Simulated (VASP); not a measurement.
CdO (Monteponite): single point with HSE06

The system is CdO (Monteponite).

```
Cd O
1.0
     0.00000    2.35300    2.35300
     2.35300    0.00000    2.35300
     2.35300    2.35300    0.00000
Cd O
1 1
Direct
  0.00000 0.00000 0.00000
  0.50000 0.50000 0.50000
```

```
Program             : VASP 6.6.1
Task                : single point
Functional          : HSE06
Potentials or basis : VASP PAW PBE potentials, release 64 (Cd, O)
Cutoff              : 520 eV
k mesh              : 4 × 4 × 4
Occupations         : fermi-dirac, width 0.02 eV
Spin                : no spin polarisation
```

- Pressure: 1.6 GPa
- Band gap on the k mesh: 0.90 eV, indirect (least direct gap 2.23 eV)

Levels at points of the mesh, in eV from the valence-band top:
| k point | band 7 | band 8 | band 9 | band 10 | band 11 | band 12 |
| --- | --- | --- | --- | --- | --- | --- |
| (0.00, 0.00, 0.00) | -1.34 | -1.34 | -1.34 | 0.90 | 16.54 | 18.73 |
| (0.50, 0.00, 0.00) | -4.11 | 0.00 | 0.00 | 5.88 | 9.31 | 13.73 |
| (0.50, 0.50, 0.00) | -4.56 | -2.41 | -2.41 | 5.58 | 10.43 | 12.66 |

Run time: 2.7 min on 1 thread of Intel(R) Xeon(R) 6975P-C (Granite Rapids) (shared host), peak memory 0.26 GiB.

Caveat: the k points lie up to 0.58 Å⁻¹ apart; the PAW data sets were made with another functional, which shifts forces and pressure a little. A k mesh can miss the band edges.
